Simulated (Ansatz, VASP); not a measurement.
## One calculation of CoPdO2, two programs

The input INCAR:

```
SYSTEM = CoPdO2
PREC = Accurate
ENCUT = 520
EDIFF = 1E-7
ISMEAR = 0
SIGMA = 0.1
LREAL = .False.
LASPH = .True.
NELM = 150
ALGO = Normal
ISIF = 2
LWAVE = .False.
LCHARG = .False.
LMAXMIX = 4
LDAU = .True.
LDAUTYPE = 2
LDAUL = 2 -1 -1
LDAUU = 3.32 0 0
LDAUJ = 0 0 0
LDAUPRINT = 1
GGA = PE
NBANDS = 58
```

The input KPOINTS:

```
regular mesh
0
Gamma
  12 12 2
  0 0 0
```

The input POSCAR:

```
CoPdO2
1.0
    2.8661705653      0.0000000000      0.0000000000
   -1.4330852827      2.4821765212      0.0000000000
    0.0000000000      0.0000000000     17.8332604661
Co Pd O
3 3 6
Direct
    0.6666666667      0.3333333333      0.8333333333
    0.3333333333      0.6666666667      0.1666666667
    0.0000000000      0.0000000000      0.5000000000
    0.0000000000      0.0000000000      0.0000000000
    0.6666666667      0.3333333333      0.3333333333
    0.3333333333      0.6666666667      0.6666666667
    0.3333333333      0.6666666667      0.7789578370
    0.0000000000      0.0000000000      0.8877088297
    0.0000000000      0.0000000000      0.1122911703
    0.6666666667      0.3333333333      0.2210421630
    0.6666666667      0.3333333333      0.4456245036
    0.3333333333      0.6666666667      0.5543754964
```

Input for Ansatz:

```yaml
crystal:
  lattice:
    - [2.8661705644, 0.0, 0.0]
    - [-1.4330852822, 2.4821765204, 0.0]
    - [0.0, 0.0, 17.8332604673]
  atoms:
    - { symbol: Co, position: [0.6666666667, 0.3333333333, 0.8333333333] }
    - { symbol: Co, position: [0.3333333333, 0.6666666667, 0.1666666667] }
    - { symbol: Co, position: [0.0, 0.0, 0.5] }
    - { symbol: Pd, position: [0.0, 0.0, 0.0] }
    - { symbol: Pd, position: [0.6666666667, 0.3333333333, 0.3333333333] }
    - { symbol: Pd, position: [0.3333333333, 0.6666666667, 0.6666666667] }
    - { symbol: O, position: [0.3333333333, 0.6666666667, 0.778957837] }
    - { symbol: O, position: [0.0, 0.0, 0.8877088297] }
    - { symbol: O, position: [0.0, 0.0, 0.1122911703] }
    - { symbol: O, position: [0.6666666667, 0.3333333333, 0.221042163] }
    - { symbol: O, position: [0.6666666667, 0.3333333333, 0.4456245037] }
    - { symbol: O, position: [0.3333333333, 0.6666666667, 0.5543754963] }
basis:
  ecutwfc: 420
kpoints:
  mp_grid: { grid: [12, 12, 2] }
hamiltonian:
  xc: pbe
  hubbard: { sites: [{ species: Co, l: d, u_eff: 3.32 }] }
scf:
  occupations: { method: gaussian, width: 0.1 }
output:
  forces: true
  stress: true
  eigenvalues: true
```

Alike in both runs: task single point; functional PBE; k mesh 12 × 12 × 2; occupations gaussian, width 0.1 eV; no spin polarisation; Hubbard terms Co d U = 3.32 eV.

|  | VASP | Ansatz |
| --- | --- | --- |
| version | VASP 6.6.1 | Ansatz 0.2.0 |
| potentials or method | VASP PAW PBE potentials, release 64 (Co, Pd, O), cutoff 520 eV | scalar-relativistic, plane waves, PAW |
| valence electrons in the cell | 93 | 141 |

VASP gave:

- gap on the k mesh at the Fermi level (eV): none
- pressure (GPa): -1.0
- traceless stress, the component that is largest in VASP (GPa): 0.72
- rms of the force components (eV/Å): 0.034

Task: Which values does Ansatz return?

Result: gap on the k mesh at the Fermi level (eV): none; pressure (GPa): 0.2; traceless stress, the component that is largest in VASP (GPa): 0.16; rms of the force components (eV/Å): 0.006.

The programs project onto different local orbitals, so the same U acts differently, and such runs can settle in different states. Atom by atom the forces differ by 0.028 eV/Å (rms over components). A gap of «none» marks a metal or a gap that the smearing closes. VASP's potentials hold 93 valence electrons a cell and Ansatz's 141, so a difference there can come from the potentials and not from the codes. Ansatz's warnings: filled band counts differ across k points.
